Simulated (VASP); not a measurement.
# GaAs (F-43m) in VASP: vibrations by perturbation theory with PBE

Aim: the vibrations by perturbation theory of GaAs with PBE.

Everything below comes from runs of VASP 6.6.1. Logs are shortened: lines on timing, memory, paths and dates and some standing lists are left out, and cuts for length are marked.

## 1. The cell of the first run

Symmetry: F-43m, No. 216, cubic system. Conventional cell: a = 5.650 Å, b = 5.650 Å, c = 5.650 Å, α = 90.00°, β = 90.00°, γ = 90.00°. Within 3.2 Å of Ga (site symmetry -43m) lie 4 As at 2.45 Å. Within 3.2 Å of As (site symmetry -43m) lie 4 Ga at 2.45 Å.

## 2. Vibrations by perturbation theory, PBE

The input, INCAR:

```
ALGO     = Normal         # electronic algorithm
EDIFF    = 1E-8           # SCF threshold, eV
ENCUT    = 500            # plane-wave cutoff, eV
GGA      = PE             # functional
GGA_COMPAT= False        
IBRION   = 8              # ionic algorithm
ISIF     = 2              # what is computed and relaxed
ISMEAR   = 0              # smearing method
ISYM     = -1           
KPAR     = 1            
LASPH    = True           # aspherical terms in the spheres
LCHARG   = False          # write CHGCAR
LREAL    = False          # projectors in reciprocal space
LWAVE    = False          # write WAVECAR
NBANDS   = 46             # bands
NELM     = 120            # most SCF steps
NSW      = 1              # ionic steps
PREC     = Accurate       # precision mode
SIGMA    = 0.01           # smearing width, eV
```

The input, KPOINTS:

```
explicit points
27
Reciprocal
  0.08333333   0.08333333   0.08333333 1
  0.08333333   0.08333333   0.41666667 1
  0.08333333   0.08333333   0.75000000 1
  0.08333333   0.41666667   0.08333333 1
  0.08333333   0.41666667   0.41666667 1
  0.08333333   0.41666667   0.75000000 1
  0.08333333   0.75000000   0.08333333 1
  0.08333333   0.75000000   0.41666667 1
  0.08333333   0.75000000   0.75000000 1
  0.41666667   0.08333333   0.08333333 1
  0.41666667   0.08333333   0.41666667 1
  0.41666667   0.08333333   0.75000000 1
  0.41666667   0.41666667   0.08333333 1
  0.41666667   0.41666667   0.41666667 1
  0.41666667   0.41666667   0.75000000 1
  0.41666667   0.75000000   0.08333333 1
  0.41666667   0.75000000   0.41666667 1
  0.41666667   0.75000000   0.75000000 1
  0.75000000   0.08333333   0.08333333 1
  0.75000000   0.08333333   0.41666667 1
  0.75000000   0.08333333   0.75000000 1
  0.75000000   0.41666667   0.08333333 1
  0.75000000   0.41666667   0.41666667 1
  0.75000000   0.41666667   0.75000000 1
  0.75000000   0.75000000   0.08333333 1
  0.75000000   0.75000000   0.41666667 1
  0.75000000   0.75000000   0.75000000 1
```

The input, POSCAR:

```
GaAs
1.0
    5.6500000000      0.0000000000      0.0000000000
    0.0000000000      5.6500000000      0.0000000000
    0.0000000000      0.0000000000      5.6500000000
Ga As
4 4
Direct
    0.0000000000      0.0000000000      0.0000000000
    0.0000000000      0.5000000000      0.5000000000
    0.5000000000      0.0000000000      0.5000000000
    0.5000000000      0.5000000000      0.0000000000
    0.2500000000      0.2500000000      0.2500000000
    0.2500000000      0.7500000000      0.7500000000
    0.7500000000      0.2500000000      0.7500000000
    0.7500000000      0.7500000000      0.2500000000
```

Potentials or basis: VASP PAW PBE potentials, release 64 (Ga_d, As).

Command:

```console
cat potpaw_PBE.64/Ga_d/POTCAR potpaw_PBE.64/As/POTCAR > POTCAR
mpirun -np 8 vasp_std > vasp.out
```

OUTCAR:

```text
EDIFF = 1E-8
   ENCUT = 500
   GGA = PE
   IBRION = 8
   ISIF = 2
   ISMEAR = 0
   ISYM = -1
   LASPH = True
   LREAL = False
   NELM = 120
   NSW = 1
   PREC = Accurate

 ion  position               nearest neighbor table
   1  0.000  0.000  0.000-   5 2.45   6 2.45   7 2.45   8 2.45
   2  0.000  0.500  0.500-   5 2.45   6 2.45   7 2.45   8 2.45
   3  0.500  0.000  0.500-   5 2.45   6 2.45   7 2.45   8 2.45
   4  0.500  0.500  0.000-   5 2.45   6 2.45   7 2.45   8 2.45
   5  0.250  0.250  0.250-   1 2.45   2 2.45   3 2.45   4 2.45
   6  0.250  0.750  0.750-   1 2.45   2 2.45   3 2.45   4 2.45
   7  0.750  0.250  0.750-   1 2.45   2 2.45   3 2.45   4 2.45
   8  0.750  0.750  0.250-   1 2.45   2 2.45   3 2.45   4 2.45

IMPORTANT INFORMATION: All symmetrisations will be switched off!
NOSYMM: (Re-)initialisation of all symmetry stuff for point group C_1.

----------------------------------------------------------------------------------------

                                     Primitive cell

  volume of cell :     180.3621

  direct lattice vectors                    reciprocal lattice vectors
     5.650000000  0.000000000  0.000000000     0.176991150  0.000000000  0.000000000
     0.000000000  5.650000000  0.000000000     0.000000000  0.176991150  0.000000000
     0.000000000  0.000000000  5.650000000     0.000000000  0.000000000  0.176991150

  length of vectors
     5.650000000  5.650000000  5.650000000     0.176991150  0.176991150  0.176991150

  position of ions in fractional coordinates (direct lattice)
     0.000000000  0.000000000  0.000000000
     0.000000000  0.500000000  0.500000000
     0.500000000  0.000000000  0.500000000
     0.500000000  0.500000000  0.000000000
     0.250000000  0.250000000  0.250000000
     0.250000000  0.750000000  0.750000000
     0.750000000  0.250000000  0.750000000
     0.750000000  0.750000000  0.250000000

  ion indices of the primitive-cell ions
   primitive index   ion index
                 1           1
                 2           2
[... 1396 lines left out ...]
  free energy    TOTEN  =        -0.04954294 eV

  energy without entropy =       -0.04954294

------------------------ aborting loop because EDIFF is reached ----------------------------------------

 INTERNAL STRAIN TENSOR  FOR ION    8  DIRECTION 3   (eV/Angst):
 -----------------------------------------------------------------------------
     0.03000 -7.98385 -0.02188
    -7.98380  0.02958 -0.02185
    -0.02246 -0.02245  0.02510

 INTERNAL STRAIN TENSOR FOR ION    8 for displacements in x,y,z  (eV/Angst):
          X           Y           Z          XY          YZ          ZX
  --------------------------------------------------------------------------------
  x     0.02490     0.02988     0.03041    -0.02149    -7.98387    -0.02220
  y     0.03131     0.02186     0.03125    -0.01965    -0.01907    -7.98312
  z     0.03000     0.02958     0.02510    -7.98380    -0.02245    -0.02188

 SECOND DERIVATIVES (NOT SYMMETRIZED)
 ------------------------------------
               1X          1Y          1Z          2X          2Y          2Z          3X          3Y          3Z          4X          4Y          4Z          5X          5Y          5Z          6X          6Y          6Z          7X          7Y          7Z          8X          8Y          8Z
  1X    -9.998897   -0.001056    0.000096   -1.973379   -0.005880   -0.006033    1.185604   -0.003874   -0.001592    1.185608   -0.001438   -0.004037    2.384739    2.002195    2.002015    2.418913   -1.990969   -1.991129    2.398707   -1.989530    1.990387    2.398705    1.990553   -1.989706
  1Y    -0.001191   -9.999327   -0.000273   -0.003830    1.185758   -0.001533   -0.005869   -1.973237   -0.006014   -0.001418    1.185747   -0.003958    2.002180    2.384734    2.002043   -1.989504    2.398709    1.990435   -1.990933    2.418902   -1.991064    1.990564    2.398713   -1.989637
  1Z    -0.000936   -0.001082   -9.998887   -0.003902   -0.001419    1.185603   -0.001444   -0.003875    1.185602   -0.005897   -0.005864   -1.973411    2.002167    2.002183    2.384743   -1.989547    1.990552    2.398719    1.990539   -1.989534    2.398716   -1.990981   -1.990960    2.418915
  2X    -1.972710   -0.005879   -0.006027  -10.003091   -0.001098   -0.000034    1.186192   -0.001400   -0.004011    1.186198   -0.003869   -0.001573    2.419500   -1.990963   -1.991104    2.385324    2.002183    2.002031    2.399293    1.990548   -1.989678    2.399294   -1.989522    1.990397
  2Y    -0.003864    1.185968   -0.001593   -0.001148  -10.003463   -0.000180   -0.001429    1.185984   -0.003992   -0.005800   -1.971785   -0.005938   -1.989518    2.399268    1.990402    2.002159    2.385282    2.002027    1.990538    2.399270   -1.989656   -1.990938    2.419476   -1.991070
  2Z    -0.003890   -0.001387    1.186079   -0.001012   -0.001021  -10.003088   -0.005883   -0.005926   -1.972378   -0.001400   -0.003900    1.186064   -1.989533    1.990530    2.399281    2.002143    2.002166    2.385280   -1.990952   -1.990945    2.419483    1.990527   -1.989515    2.399279
  3X     1.185491   -0.003882   -0.001588    1.185475   -0.001445   -0.004026   -9.999808   -0.001224   -0.000099   -1.972319   -0.005755   -0.005942    2.398726   -1.989512    1.990413    2.398727    1.990572   -1.989682    2.384768    2.002205    2.002041    2.418940   -1.990959   -1.991117
  3Y    -0.005853   -1.973248   -0.005991   -0.001406    1.185761   -0.004014   -0.001137   -9.999981   -0.000128   -0.003874    1.185752   -0.001564   -1.990965    2.419074   -1.991110    1.990564    2.398871   -1.989678    2.002207    2.384900    2.002059   -1.989536    2.398871    1.990425
  3Z    -0.001470   -0.003879    1.185682   -0.005885   -0.005867   -1.973291   -0.000914   -0.001055   -9.999511   -0.003899   -0.001443    1.185664    1.990537   -1.989527    2.398803   -1.990984   -1.990971    2.419008    2.002167    2.002185    2.384839   -1.989553    1.990556    2.398805
  4X     1.185876   -0.001474   -0.003995    1.185852   -0.003832   -0.001640   -1.972344   -0.005753   -0.005878  -10.001521   -0.001214   -0.000175    2.398981    1.990559   -1.989667    2.398982   -1.989525    1.990409    2.419182   -1.990936   -1.991087    2.384993    2.002175    2.002033
  4Y    -0.001412    1.186003   -0.004005   -0.005869   -1.972967   -0.006006   -0.003856    1.185985   -0.001550   -0.001105  -10.001634   -0.000129    1.990550    2.399091   -1.989671   -1.990965    2.419303   -1.991103   -1.989525    2.399088    1.990417    2.002182    2.385131    2.002046
  4Z    -0.005782   -0.005754   -1.972118   -0.001417   -0.003863    1.185737   -0.003860   -0.001425    1.185752   -0.001199   -0.001222  -10.001486   -1.990971   -1.990959    2.419173    1.990561   -1.989536    2.398965   -1.989525    1.990560    2.398969    2.002192    2.002199    2.385008
  5X     2.379222    2.005220    2.005281    2.412356   -1.989898   -1.989927    2.399359   -1.991405    1.987562    2.399356    1.987572   -1.991388  -11.117062    0.023172    0.023154   -0.398066    0.009447    0.009436    0.962420    0.005333   -0.049448    0.962415   -0.049441    0.005331
  5Y     2.005127    2.379324    2.005116   -1.991256    2.399483    1.987639   -1.989903    2.412223   -1.989932    1.987693    2.399463   -1.991208    0.023117  -11.117100    0.023113    0.005292    0.962355   -0.049459    0.009408   -0.398106    0.009423   -0.049479    0.962357    0.005309
  5Z     2.005060    2.005052    2.379419   -1.991184    1.987704    2.399424    1.987741   -1.991190    2.399510   -1.989885   -1.989837    2.412215    0.023117    0.023103  -11.117116    0.005264   -0.049495    0.962327   -0.049498    0.005276    0.962342    0.009385    0.009387   -0.398121
  6X     2.412244   -1.989876   -1.989930    2.379386    2.005069    2.005040    2.399473    1.987618   -1.991100    2.399509   -1.991135    1.987686   -0.398134    0.009399    0.009410  -11.117153    0.023126    0.023085    0.962340   -0.049487    0.005286    0.962335    0.005286   -0.049477
  6Y    -1.991052    2.399376    1.987384    2.005248    2.378969    2.005254    1.987394    2.399393   -1.991044   -1.989693    2.412147   -1.989691    0.005220    0.962536   -0.049542    0.023089  -11.116998    0.023061   -0.049541    0.962532    0.005239    0.009335   -0.397955    0.009341
  6Z    -1.991054    1.987607    2.399438    2.005018    2.005068    2.379329   -1.989948   -1.989917    2.412250    1.987645   -1.991096    2.399506    0.005292   -0.049481    0.962367    0.023116    0.023130  -11.117130    0.009408    0.009399   -0.398113   -0.049477    0.005288    0.962353
  7X     2.399349   -1.991323    1.987901    2.399373    1.987837   -1.991265    2.378944    2.005339    2.005303    2.411993   -1.989848   -1.989918    0.962563    0.005207   -0.049564    0.962561   -0.049573    0.005203  -11.116887    0.023050    0.023013   -0.397897    0.009312    0.009327
  7Y    -1.989723    2.412209   -1.989768    1.987583    2.399328   -1.991069    2.005043    2.379172    2.005091   -1.991101    2.399330    1.987620    0.009359   -0.398019    0.009352   -0.049522    0.962460    0.005245    0.023110  -11.116953    0.023067    0.005250    0.962472   -0.049538
  7Z     1.987665   -1.991078    2.399515   -1.989956   -1.989937    2.412222    2.005047    2.005115    2.379328   -1.991053    1.987628    2.399421   -0.049490    0.005266    0.962347    0.009403    0.009395   -0.398125    0.023101    0.023102  -11.117059    0.005285   -0.049490    0.962350
  8X     2.399433    1.987687   -1.991171    2.399523   -1.991197    1.987689    2.412238   -1.989852   -1.989925    2.379381    2.005074    2.005090    0.962340   -0.049492    0.005295    0.962343    0.005277   -0.049480   -0.398134    0.009401    0.009395  -11.117123    0.023103    0.023107
  8Y     1.987429    2.399390   -1.991061   -1.989727    2.412146   -1.989718   -1.991062    2.399381    1.987439    2.005296    2.378944    2.005283   -0.049549    0.962514    0.005223    0.009336   -0.397948    0.009346    0.005220    0.962514   -0.049540    0.023057  -11.116942    0.023028
  8Z    -1.989902   -1.989833    2.412243    1.987674   -1.991171    2.399509   -1.991140    1.987640    2.399401    2.005044    2.005071    2.379387    0.009396    0.009396   -0.398119   -0.049489    0.005277    0.962346    0.005280   -0.049499    0.962350    0.023137    0.023121  -11.117116

 Eigenvectors and eigenvalues of the dynamical matrix
 ----------------------------------------------------

   1 f  =    8.068665 THz    50.696917 2PiTHz  269.141693 cm-1    33.369302 meV
             X         Y         Z           dx          dy          dz
      0.000000  0.000000  0.000000     0.207582    0.208030    0.207540
      0.000000  2.825000  2.825000     0.207853    0.208250    0.207832
      2.825000  0.000000  2.825000     0.207588    0.208085    0.207570
      2.825000  2.825000  0.000000     0.207720    0.208123    0.207721
      1.412500  1.412500  1.412500    -0.200073   -0.200631   -0.200129
      1.412500  4.237500  4.237500    -0.200368   -0.200688   -0.200303
      4.237500  1.412500  4.237500    -0.200166   -0.200656   -0.200094
      4.237500  4.237500  1.412500    -0.200289   -0.200591   -0.200276
[... 243 lines left out ...]
  24 f/i=    0.002709 THz     0.017022 2PiTHz    0.090368 cm-1     0.011204 meV
             X         Y         Z           dx          dy          dz
      0.000000  0.000000  0.000000    -0.215291   -0.200294   -0.184542
      0.000000  2.825000  2.825000    -0.215054   -0.200192   -0.184340
      2.825000  0.000000  2.825000    -0.215205   -0.200256   -0.184537
      2.825000  2.825000  0.000000    -0.215158   -0.200318   -0.184358
      1.412500  1.412500  1.412500    -0.223305   -0.207774   -0.191346
      1.412500  4.237500  4.237500    -0.223095   -0.207699   -0.191237
      4.237500  1.412500  4.237500    -0.223243   -0.207707   -0.191380
      4.237500  4.237500  1.412500    -0.223158   -0.207778   -0.191272

--------------------------------------------------------------------------------------------------------

 ELASTIC MODULI CONTR FROM IONIC RELAXATION (kBar)
 Direction    XX          YY          ZZ          XY          YZ          ZX
 --------------------------------------------------------------------------------
 XX          -0.0091     -0.0086     -0.0087      0.7383      1.0268      0.7423
 YY          -0.0086     -0.0089     -0.0086      0.7326      0.7324      1.0145
 ZZ          -0.0087     -0.0086     -0.0090      1.0259      0.7384      0.7418
 XY           0.7383      0.7326      1.0259   -235.6156     -1.0669     -1.0570
 YZ           1.0268      0.7324      0.7384     -1.0669   -235.6225     -1.0542
 ZX           0.7423      1.0145      0.7418     -1.0570     -1.0542   -235.6086
 --------------------------------------------------------------------------------
```

Run time: 34 min. Hardware: 8 MPI ranks of Intel Xeon Platinum 8259CL at 2.50GHz (Skylake/Cascade Lake), shared host; peak memory 0.23 GiB.

Results:

```
Highest phonon frequency at Γ, LO-TO splitting left out : 269 cm⁻¹
```

Phonon frequencies in cm⁻¹ (negative: imaginary):
```tsv
q point	frequencies
(0.000, 0.000, 0.000)	0 0 0 69 69 69 71 71 71 221 221 221 237 237 237 256 256 256 256 256 256 269 269 269
```

Caveat: the cell stands under pressure or tension, which shifts response properties.
